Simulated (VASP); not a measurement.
# Ge2Te3O (P-4m2) in VASP: further runs

Ge2Te3O is run at these levels: PBE; tasks: single point.

All numbers are computed with VASP 6.6.1; they aren't measurements. Logs are shortened: lines on timing, memory, paths and dates and some standing lists are left out, and cuts for length are marked.

## (1) The cell of the first run

It takes space group P-4m2 (No. 115, tetragonal). The conventional cell has a = 3.623 Å, b = 3.623 Å, c = 10.837 Å, α = 90.00°, β = 90.00°, γ = 90.00°. Ge (site symmetry 2mm) has 6 Te at 2.91 to 3.10 Å and 2 O at 3.10 Å and 4 Ge at 3.62 Å within 3.8 Å. Te (site symmetry -4m2) has 4 O at 2.56 Å and 4 Ge at 3.10 Å within 3.4 Å. Te (site symmetry 2mm) has 4 Ge at 2.91 Å and 4 Te at 3.62 Å within 3.8 Å. Within 3.4 Å of O (site symmetry -4m2) lie 4 Te at 2.56 Å and 4 Ge at 3.10 Å.

## (2) Single point, PBE

INCAR reads:

```
ALGO = Normal
EDIFF = 1E-6
ENCUT = 520
GGA = PE
ISIF = 2
ISMEAR = 0
LASPH = True
LCHARG = False
LREAL = False
LWAVE = False
NBANDS = 35
NELM = 60
PREC = Accurate
SIGMA = 0.1
```

KPOINTS reads:

```
k-points
0
Gamma
  4 4 2
```

POSCAR reads:

```
Ge2Te3O
1.0
    3.6233392130      0.0000000000      0.0000000000
    0.0000000000      3.6233392130      0.0000000000
    0.0000000000      0.0000000000     10.8372323621
Ge Te O
2 3 1
Direct
    0.0000000000      0.5000000000      0.7677930933
    0.5000000000      0.0000000000      0.2322069067
    0.5000000000      0.5000000000      0.0000000000
    0.0000000000      0.5000000000      0.3588612032
    0.5000000000      0.0000000000      0.6411387968
    0.0000000000      0.0000000000      0.0000000000
```

Potentials or basis: VASP PAW PBE potentials, release 64 (Ge_d, Te, O).

Run with:

```sh
$ cat potpaw_PBE.64/Ge_d/POTCAR potpaw_PBE.64/Te/POTCAR potpaw_PBE.64/O/POTCAR > POTCAR
$ mpirun -np 1 vasp_std > vasp.out
```

OUTCAR:

```text
EDIFF = 1E-6
   ENCUT = 520
   GGA = PE
   ISIF = 2
   ISMEAR = 0
   LASPH = True
   LREAL = False
   NELM = 60
   PREC = Accurate

 ion  position               nearest neighbor table
   1  0.000  0.500  0.768-   5 2.91   5 2.91   5 2.91   5 2.91   3 3.10   3 3.10
   2  0.500  0.000  0.232-   4 2.91   4 2.91   4 2.91   4 2.91   3 3.10   3 3.10
   3  0.500  0.500  0.000-   6 2.56   6 2.56   6 2.56   6 2.56   2 3.10   1 3.10   1 3.10   2 3.10

   4  0.000  0.500  0.359-   2 2.91   2 2.91   2 2.91   2 2.91
   5  0.500  0.000  0.641-   1 2.91   1 2.91   1 2.91   1 2.91
   6  0.000  0.000  0.000-   3 2.56   3 2.56   3 2.56   3 2.56

  LATTYP: Found a simple tetragonal cell.
 ALAT       =     3.6233392130
 C/A-ratio  =     2.9909516402

  Lattice vectors:

 A1 = (   3.6233392130,   0.0000000000,   0.0000000000)
 A2 = (   0.0000000000,   3.6233392130,   0.0000000000)
 A3 = (   0.0000000000,   0.0000000000,  10.8372323621)

Analysis of symmetry for initial positions (statically):
=====================================================================
 Subroutine PRICEL returns:
 Original cell was already a primitive cell.

 Routine SETGRP: Setting up the symmetry group for a
 simple tetragonal supercell.

 Subroutine GETGRP returns: Found  8 space group operations
 (whereof  8 operations were pure point group operations)
 out of a pool of 16 trial point group operations.

The static configuration has the point symmetry D_2d.

Analysis of symmetry for dynamics (positions and initial velocities):
=====================================================================
 Subroutine PRICEL returns:
 Original cell was already a primitive cell.

 Routine SETGRP: Setting up the symmetry group for a
 simple tetragonal supercell.

 Subroutine GETGRP returns: Found  8 space group operations
 (whereof  8 operations were pure point group operations)
 out of a pool of 16 trial point group operations.

The dynamic configuration has the point symmetry D_2d.

 Subroutine INISYM returns: Found  8 space group operations
 (whereof  8 operations are pure point group operations),
 and found     1 'primitive' translations

----------------------------------------------------------------------------------------

                                     Primitive cell

  volume of cell :     142.2775

  direct lattice vectors                    reciprocal lattice vectors
     3.623339213  0.000000000  0.000000000     0.275988513  0.000000000  0.000000000
     0.000000000  3.623339213  0.000000000     0.000000000  0.275988513  0.000000000
     0.000000000  0.000000000 10.837232362     0.000000000  0.000000000  0.092274482

  length of vectors
     3.623339213  3.623339213 10.837232362     0.275988513  0.275988513  0.092274482

  position of ions in fractional coordinates (direct lattice)
     0.000000000  0.500000000  0.767793093
     0.500000000  0.000000000  0.232206907
     0.500000000  0.500000000  0.000000000
     0.000000000  0.500000000  0.358861203
     0.500000000  0.000000000  0.641138797
     0.000000000  0.000000000  0.000000000

  ion indices of the primitive-cell ions
   primitive index   ion index
                 1           1
                 2           2
                 3           3
                 4           4
                 5           5
                 6           6

----------------------------------------------------------------------------------------

 KPOINTS: k-points

Automatic generation of k-mesh.
 Grid dimensions read from file:
 generate k-points for:    4    4    2

 Generating k-lattice:

  Cartesian coordinates                     Fractional coordinates (reciprocal lattice)
     0.068997128  0.000000000  0.000000000     0.250000000  0.000000000  0.000000000
     0.000000000  0.068997128  0.000000000     0.000000000  0.250000000  0.000000000
     0.000000000  0.000000000  0.046137241     0.000000000  0.000000000  0.500000000

  Length of vectors
     0.068997128  0.068997128  0.046137241

  Shift w.r.t. Gamma in fractional coordinates (k-lattice)
     0.000000000  0.000000000  0.000000000

 Subroutine IBZKPT returns following result:
 ===========================================

 Found     12 irreducible k-points:

 Following reciprocal coordinates:
            Coordinates               Weight
  0.000000  0.000000  0.000000      1.000000
  0.250000  0.000000  0.000000      4.000000
  0.500000  0.000000  0.000000      2.000000
  0.250000  0.250000  0.000000      4.000000
  0.500000  0.250000  0.000000      4.000000
  0.500000  0.500000  0.000000      1.000000
  0.000000  0.000000  0.500000      1.000000
  0.250000  0.000000  0.500000      4.000000
  0.500000  0.000000  0.500000      2.000000
  0.250000  0.250000  0.500000      4.000000
  0.500000  0.250000  0.500000      4.000000
  0.500000  0.500000  0.500000      1.000000
   k-points           NKPTS =     12   k-points in BZ     NKDIM =     12   number of bands    NBANDS=     35
   number of dos      NEDOS =    301   number of ions     NIONS =      6
   total plane-waves  NPLWV =  65856
   dimension x,y,z NGX =    28 NGY =   28 NGZ =   84
   dimension x,y,z NGXF=    56 NGYF=   56 NGZF=  168
   ions per type =               2   3   1
   NGX,Y,Z   is equivalent  to a cutoff of  12.85, 12.85, 12.89 a.u.
   NGXF,Y,Z  is equivalent  to a cutoff of  25.69, 25.69, 25.77 a.u.
 SYSTEM =  unknown system
   PREC   = accura    normal or accurate (medium, high low for compatibility)
   ISTART =      0    job   : 0-new  1-cont  2-samecut
   ICHARG =      2    charge: 1-file 2-atom 10-const
   ISPIN  =      1    spin polarized calculation?
   LNONCOLLINEAR =      F non collinear calculations
   LSORBIT =      F    spin-orbit coupling
   LASPH  =      T    aspherical Exc in radial PAW
   ENCUT  =  520.0 eV  38.22 Ry    6.18 a.u.   6.74  6.74 20.15*2*pi/ulx,y,z
   NELM   =     60;   NELMIN=  2; NELMDL= -5     # of ELM steps
   EDIFF  = 0.1E-05   stopping-criterion for ELM
   LREAL  =      F    real-space projection
   EDIFFG = 0.1E-04   stopping-criterion for IOM
   NSW    =      0    number of steps for IOM
   IBRION =     -1    ionic relax: 0-MD 1-quasi-New 2-CG
   NFREE  =      0    steps in history (QN), initial steepest desc. (CG)
   ISIF   =      2    stress and relaxation
   ISYM   =      2    0-nonsym 1-usesym 2-fastsym
   POTIM  = 0.5000    time-step for ionic-motion
   TEBEG  =    0.0;   TEEND  =   0.0 temperature during run
   PSTRESS=    0.0 pullay stress
   NELECT =      52.0000    total number of electrons
   NUPDOWN=      -1.0000    fix difference up-down
   EMIN   =  10.00;   EMAX   =-10.00  energy-range for DOS
   EFERMI =   0.00;   METHOD = LEGACY
   ISMEAR =     0;   SIGMA  =   0.10  broadening in eV -4-tet -1-fermi 0-gaus
   EFERMI_NEDOS =   21; number of points for ismear=-14 and -15
   IALGO  =     38    algorithm
   IMIX   =      4    mixing-type and parameters
     AMIX     =   0.40;   BMIX     =  1.00
     AMIX_MAG =   1.60;   BMIX_MAG =  1.00
  volume/ion in A,a.u.               =      23.71       160.02
  Fermi-wavevector in a.u.,A,eV,Ry     =   1.170480  2.211886 18.640285  1.370022
  Thomas-Fermi vector in A             =   2.306937
   LORBIT       =      0    0 simple, 1 ext, 2 COOP (PROOUT), +10 PAW based schemes
   GGA     = PE    functional components
   LHFCALC =     F    Hartree Fock is set to
   AEXX    =    0.0000 exact exchange contribution
   IVDW    =     0    specifies the selected vdW correction
   LEPSILON=     F    determine dielectric tensor
   LRPA    =     F    only Hartree local field effects (RPA)
 non-spin polarized calculation
 Gauss-broadening in eV      SIGMA  =   0.10
  energy-cutoff  :      520.00
  volume of cell :      142.28
 maximum number of plane-waves:      3896
 NGX is ok and might be reduce to    28
   NGX = 13   NGY = 13   NGZ = 41

 number of electron      52.0000030 magnetization

 Free energy of the ion-electron system (eV)
  ---------------------------------------------------
  ext. energy  EPLUGINS =         0.00000000
  ---------------------------------------------------
  free energy    TOTEN  =       -22.79990018 eV

  energy without entropy =      -22.78665112  energy(sigma->0) =      -22.79327565

 E-fermi :   6.1207     XC(G=0):  -9.9970

 val. band max:        6.0324726252   @ k =   0.2500   0.0000   0.0000
 cond. band min:       6.1780516853   @ k =   0.5000   0.2500   0.0000
 fundamental gap:      0.1455790602
 Fermi energy:         6.1206840157

 k-point     1 :       0.0000    0.0000    0.0000
  band No.  band energies     occupation
      1     -18.4997      2.00000
      2     -18.4993      2.00000
      3     -18.4877      2.00000
      4     -18.4877      2.00000
      5     -18.4860      2.00000
      6     -18.4860      2.00000
[... 27 lines left out ...]
     34      10.9215      0.00000
     35      10.9216      0.00000

 k-point     2 :       0.2500    0.0000    0.0000
  band No.  band energies     occupation
      1     -18.4983      2.00000
      2     -18.4967      2.00000
      3     -18.4906      2.00000
      4     -18.4893      2.00000
      5     -18.4873      2.00000
      6     -18.4856      2.00000
[... 27 lines left out ...]
     34      10.7709      0.00000
     35      12.5386      0.00000

 k-point     3 :       0.5000    0.0000    0.0000
  band No.  band energies     occupation
      1     -18.4973      2.00000
      2     -18.4944      2.00000
      3     -18.4936      2.00000
      4     -18.4927      2.00000
      5     -18.4869      2.00000
      6     -18.4852      2.00000
[... 27 lines left out ...]
     34      10.8830      0.00000
     35      12.1566      0.00000
[... 267 lines left out ...]
 k-point    11 :       0.5000    0.2500    0.5000
  band No.  band energies     occupation
      1     -18.4937      2.00000
      2     -18.4929      2.00000
      3     -18.4924      2.00000
      4     -18.4920      2.00000
      5     -18.4895      2.00000
      6     -18.4882      2.00000
[... 27 lines left out ...]
     34      10.5515      0.00000
     35      12.7444      0.00000

 k-point    12 :       0.5000    0.5000    0.5000
  band No.  band energies     occupation
      1     -18.4923      2.00000
      2     -18.4921      2.00000
      3     -18.4914      2.00000
      4     -18.4911      2.00000
      5     -18.4908      2.00000
      6     -18.4908      2.00000
[... 27 lines left out ...]
     34       8.9694      0.00000
     35      12.0000      0.00000

------------------------ aborting loop because EDIFF is reached ----------------------------------------

  FORCE on cell =-STRESS in cart. coord.  units (eV):
  Direction    XX          YY          ZZ          XY          YZ          ZX
  --------------------------------------------------------------------------------------
  -------------------------------------------------------------------------------------
  Total       -0.0736631     -0.0736631      0.0908801      0.0000000      0.0000000      0.0000000
  in kB       -0.8295148     -0.8295148      1.0233946      0.0000000      0.0000000      0.0000000
  external PRESSURE =      -0.2118783 kB  Pullay stress =       0.0000000 kB

 VOLUME and BASIS-vectors are now :
 -----------------------------------------------------------------------------
  energy-cutoff  :      520.00
  volume of cell :      142.28
      direct lattice vectors                 reciprocal lattice vectors
     3.623339213  0.000000000  0.000000000     0.275988513  0.000000000  0.000000000
     0.000000000  3.623339213  0.000000000     0.000000000  0.275988513  0.000000000
     0.000000000  0.000000000 10.837232362     0.000000000  0.000000000  0.092274482

 POSITION                                       TOTAL-FORCE (eV/Angst)
 -----------------------------------------------------------------------------------
      0.00000      1.81167      8.32075        -0.000000     -0.000000      0.010264
      1.81167      0.00000      2.51648        -0.000000     -0.000000     -0.010264
      1.81167      1.81167      0.00000         0.000000     -0.000000     -0.000000
      0.00000      1.81167      3.88906         0.000000     -0.000000      0.009974
      1.81167      0.00000      6.94817         0.000000     -0.000000     -0.009974
      0.00000      0.00000      0.00000         0.000000      0.000000     -0.000000
 -----------------------------------------------------------------------------------
    total drift:                                0.000000      0.000000     -0.000000

  FREE ENERGIE OF THE ION-ELECTRON SYSTEM (eV)
  ---------------------------------------------------
  free  energy   TOTEN  =       -22.7999001793 eV

  energy  without entropy=      -22.7866511170  energy(sigma->0) =      -22.79327565
```

Run time: 33 s. Hardware: 1 thread of Intel Xeon 6975P-C (Granite Rapids), shared host; peak memory 0.26 GiB.

What came out:

```
Free energy            : -22.7999 eV
Pressure               : 0.0 GPa
Largest force          : 0.010 eV/Å
Band gap on the k mesh : zero (band 26 reaches 6.72 eV, above the bottom of band 27 at 5.96 eV)
```

Forces in eV/Å, atoms in the order of the input:
```
Ge   0.000  0.000  0.010
Ge   0.000  0.000 -0.010
Te   0.000  0.000  0.000
Te   0.000  0.000  0.010
Te   0.000  0.000 -0.010
O    0.000  0.000  0.000
```

Caveat: the k points lie up to 0.43 Å⁻¹ apart; spin-orbit coupling is left out, which moves the levels of the heavy elements; this functional lacks dispersion, which binds the layers, so the pressure and a relaxed spacing across them are unreliable.

## (3) Single point, PBE

This run uses another cell than the first one, of 24.88 Å³/atom, 1.049 times its volume.

INCAR reads:

```
  PREC = Accurate
  ENCUT = 520
  EDIFF = 1E-7
  ISMEAR = 0
  SIGMA = 0.1
  LREAL = F
  LASPH = T
  NELM = 60
  ALGO = Normal
  ISIF = 2
  LWAVE = F
  LCHARG = F
  GGA = PE
  NBANDS = 35
```

KPOINTS reads:

```
Automatic mesh
0
Gamma
  4 4 2
```

POSCAR reads:

```
Ge2Te3O
1.0
    4.0743988800      0.0000000000      0.0000000000
    0.0000000000      4.0743988800      0.0000000000
    0.0000000000      0.0000000000      8.9928571400
Ge Te O
2 3 1
Direct
    0.0000000000      0.5000000000      0.7365000200
    0.5000000000      0.0000000000      0.2634999800
    0.5000000000      0.5000000000      0.0000000000
    0.0000000000      0.5000000000      0.3835000100
    0.5000000000      0.0000000000      0.6164999900
    0.0000000000      0.0000000000      0.0000000000
```

Potentials or basis: VASP PAW PBE potentials, release 64 (Ge_d, Te, O).

Run with:

```sh
$ cat potpaw_PBE.64/Ge_d/POTCAR potpaw_PBE.64/Te/POTCAR potpaw_PBE.64/O/POTCAR > POTCAR
$ mpirun -np 1 vasp_std > vasp.out
```

Wall time 42 s (1 thread of Intel Xeon 6975P-C (Granite Rapids), shared host); peak memory 0.26 GiB.

Results (log left out):

* Free energy: -21.9768 eV
* Pressure: -5.8 GPa
* Largest force: 0.220 eV/Å
* Band gap on the k mesh: zero (band 26 reaches 5.79 eV, above the bottom of band 27 at 5.21 eV)

Forces in eV/Å, atoms in the order of the input:
```
Ge   0.000  0.000  0.220
Ge   0.000  0.000 -0.220
Te   0.000  0.000  0.000
Te   0.000  0.000 -0.127
Te   0.000  0.000  0.127
O    0.000  0.000  0.000
```

Stress tensor (GPa, compression positive):
```
-7.38  0.00  0.00
 0.00 -7.38  0.00
 0.00  0.00 -2.61
```

Levels at points of the mesh, in eV from the Fermi level:
```tsv
k point	band 23	band 24	band 25	band 26	band 27	band 28	band 29	band 30
(0.00, 0.00, 0.00)	-1.17	-1.17	-0.62	0.33	1.17	1.17	2.81	3.21
(0.50, 0.00, 0.00)	-1.02	-0.86	-0.68	-0.29	-0.25	0.07	1.55	1.72
(0.50, 0.50, 0.00)	-1.39	-1.39	-1.11	-0.61	1.23	1.23	1.85	1.99
(0.00, 0.00, 0.50)	-0.95	-0.95	-0.41	-0.07	1.30	1.30	1.57	3.02
(0.50, 0.00, 0.50)	-0.80	-0.78	-0.72	-0.65	-0.02	0.12	1.59	1.95
(0.50, 0.50, 0.50)	-1.99	-1.99	-1.94	-1.53	1.00	1.00	2.57	3.37
```

Caveat: the k points lie up to 0.39 Å⁻¹ apart; spin-orbit coupling is left out, which moves the levels of the heavy elements.

## (4) Single point, PBE

This run uses another cell than the first one, of 24.05 Å³/atom, 1.014 times its volume.

INCAR reads:

```
SYSTEM = Ge2Te3O
ALGO = Normal ; EDIFF = 1E-6
ENCUT = 520 ; GGA = PE
ISIF = 2 ; ISMEAR = 0
LASPH = .TRUE. ; LCHARG = .TRUE.
LELF = .TRUE. ; LREAL = .FALSE.
LVHAR = .TRUE. ; LWAVE = .FALSE.
NBANDS = 35 ; NELM = 100
PREC = Accurate ; SIGMA = 0.1
```

KPOINTS reads:

```
k-points
0
G
  6 6 2
  0 0 0
```

POSCAR reads:

```
Ge2Te3O
1.0
    3.6202319144      0.0000000000      0.0000000000
    0.0000000000      3.6202319144      0.0000000000
    0.0000000000      0.0000000000     11.0112200238
Ge Te O
2 3 1
Direct
    0.0000000000      0.5000000000      0.7720787178
    0.5000000000      0.0000000000      0.2279212822
    0.5000000000      0.5000000000      0.0000000000
    0.0000000000      0.5000000000      0.3508052619
    0.5000000000      0.0000000000      0.6491947381
    0.0000000000      0.0000000000      0.0000000000
```

Run with:

```sh
$ cat potpaw_PBE.64/Ge_d/POTCAR potpaw_PBE.64/Te/POTCAR potpaw_PBE.64/O/POTCAR > POTCAR
$ mpirun -np 1 vasp_std > vasp.out
```

Wall time 45 s (1 thread of Intel Xeon 6975P-C (Granite Rapids), shared host); peak memory 0.29 GiB.

Results (log left out):

| Item | Value |
| --- | --- |
| Free energy | -22.8647 eV |
| Pressure | 0.0 GPa |
| Largest force | 0.039 eV/Å |
| Band gap on the k mesh | zero (band 26 reaches 6.55 eV, above the bottom of band 27 at 5.57 eV) |

Forces in eV/Å, atoms in the order of the input:
```
Ge   0.000  0.000 -0.005
Ge   0.000  0.000  0.005
Te   0.000  0.000  0.000
Te   0.000  0.000  0.039
Te   0.000  0.000 -0.039
O    0.000  0.000  0.000
```

Stress tensor (GPa, compression positive):
```
-0.19  0.00  0.00
 0.00 -0.19  0.00
 0.00  0.00  0.32
```

Levels at points of the mesh, in eV from the Fermi level:
```tsv
k point	band 24	band 25	band 26	band 27	band 28	band 29
(0.00, 0.00, 0.00)	-1.12	-0.67	0.27	1.16	2.39	2.39
(0.50, 0.00, 0.00)	-0.87	0.05	0.08	0.69	0.71	2.41
(0.50, 0.50, 0.00)	-1.84	-1.13	-1.13	0.28	0.28	1.21
(0.00, 0.00, 0.50)	-1.07	-0.54	0.30	0.99	2.43	2.43
(0.50, 0.00, 0.50)	-0.82	-0.74	0.09	0.69	0.70	2.41
(0.50, 0.50, 0.50)	-2.09	-1.23	-1.23	0.38	0.38	1.69
```

Caveat: spin-orbit coupling is left out, which moves the levels of the heavy elements; this functional lacks dispersion, which binds the layers, so the pressure and a relaxed spacing across them are unreliable.

## (5) Summary

```csv
cell,k mesh,gap on the mesh (eV),pressure (GPa),largest force (eV/Å)
"a = 3.623, b = 3.623, c = 10.837 Å, 6 atoms",4 × 4 × 2,none,0.0,0.01
"a = 4.074, b = 4.074, c = 8.993 Å, 6 atoms",4 × 4 × 2,none,-5.8,0.22
"a = 3.620, b = 3.620, c = 11.011 Å, 6 atoms",6 × 6 × 2,none,0.0,0.04
```

Alike in all rows: task single point; level PBE; potentials or basis VASP PAW PBE potentials, release 64 (Ge_d, Te, O); no spin polarisation; cutoff (eV) 520; smearing gaussian 0.1 eV.

Caveats: some runs use coarse meshes; spin-orbit coupling is left out, which moves the levels of the heavy elements; this functional lacks dispersion, which binds the layers, so the pressure and a relaxed spacing across them are unreliable (some runs).

Total energies depend on the potentials used, so only differences within one code and one set of settings carry meaning.
